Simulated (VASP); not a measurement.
Here is a VASP 6.6.1 calculation.

File POSCAR:

```
IrS
1.0
    0.0000000000      2.4768135137      2.4768135137
    2.4768135137      0.0000000000      2.4768135137
    2.4768135137      2.4768135137      0.0000000000
Ir S
1 1
Direct
    0.5000000000      0.5000000000      0.5000000000
    0.0000000000      0.0000000000      0.0000000000
```

File INCAR.step1:

```
PREC = Accurate
ENCUT = 520
ISMEAR = 0
SIGMA = 0.05
LREAL = False
LASPH = True
NELM = 80
NBANDS = 14
GGA = PE
ALGO = Normal
EDIFF = 1E-4
LWAVE = True
LCHARG = False
```

File INCAR.step2:

```
PREC = Accurate
ENCUT = 520
EDIFF = 1E-6
ISMEAR = 0
SIGMA = 0.05
LREAL = False
LASPH = True
NELM = 80
ALGO = Normal
ISIF = 2
LWAVE = False
LCHARG = False
METAGGA = R2SCAN
LMIXTAU = True
NBANDS = 14
ISTART = 1
```

KPOINTS

```
Automatic mesh
0
Gamma
  12 12 12
```

Potentials or basis: VASP PAW PBE potentials, release 64 (Ir, S).

Launch:

```sh
$ cat potpaw_PBE.64/Ir/POTCAR potpaw_PBE.64/S/POTCAR > POTCAR
$ cp INCAR.step1 INCAR
$ mpirun -np 1 vasp_std > vasp.out
$ cp INCAR.step2 INCAR
$ mpirun -np 1 vasp_std > vasp.out
```

(1) Predict the band gap on the k mesh.

(2) Predict the pressure.

## Answers

(1) zero (an odd number of electrons rules out a gap without spin polarisation).

(2) -2.7 GPa.

Caveat: the PAW data sets were made with another functional, which shifts forces and pressure a little; spin-orbit coupling is left out, which moves the levels of the heavy elements.
